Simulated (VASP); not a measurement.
Wanted: the native input for a VASP 6.6.1 run.

```
Task                   : single point
Functional             : PBE
Potentials or basis    : VASP PAW PBE potentials, release 64 (Mo_sv, W_sv)
Cutoff                 : 520 eV
k mesh                 : 20 × 20 × 20
Occupations            : gaussian, width 0.1 eV
Spin                   : no spin polarisation
Dipole correction      : no
Further INCAR settings : ALGO = Fast; EDIFF = 1e-06; NBANDS = 28
```

The structure of MoW2 lies in POSCAR:

```
MoW2
1.0
   -1.5875484200      1.5875484200      4.7663605999
    1.5875484200     -1.5875484200      4.7663605999
    1.5875484200      1.5875484200     -4.7663605999
Mo W
1 2
Direct
    0.0000000000      0.0000000000      0.0000000000
    0.6665176647      0.6665176647      0.0000000000
    0.3334823353      0.3334823353      0.0000000000
```

These files were run (other wordings do the same):

INCAR

```
ALGO = Fast
EDIFF = 1E-6
ENCUT = 520
GGA = PE
ISIF = 2
ISMEAR = 0
LASPH = T
LCHARG = T
LELF = T
LREAL = F
LVHAR = T
LWAVE = F
NBANDS = 28
NELM = 80
PREC = Accurate
SIGMA = 0.1
```

KPOINTS

```
k-points
0
Gamma
  20 20 20
```

Potentials or basis: VASP PAW PBE potentials, release 64 (Mo_sv, W_sv).

Run with:

```sh
$ cat potpaw_PBE.64/Mo_sv/POTCAR potpaw_PBE.64/W_sv/POTCAR > POTCAR
$ mpirun -np 1 vasp_std > vasp.out
```

Results of the run:

The pressure is 0.5 GPa. The band gap on the k mesh is zero (bands 21 and 22 overlap by 2.28 eV).

Caveat: spin-orbit coupling is left out, which moves the levels of the heavy elements.

Run time: 21 min on 1 thread of AMD EPYC 9R45 96-Core Processor (Zen 5), with other jobs on the host, peak memory 0.82 GiB.
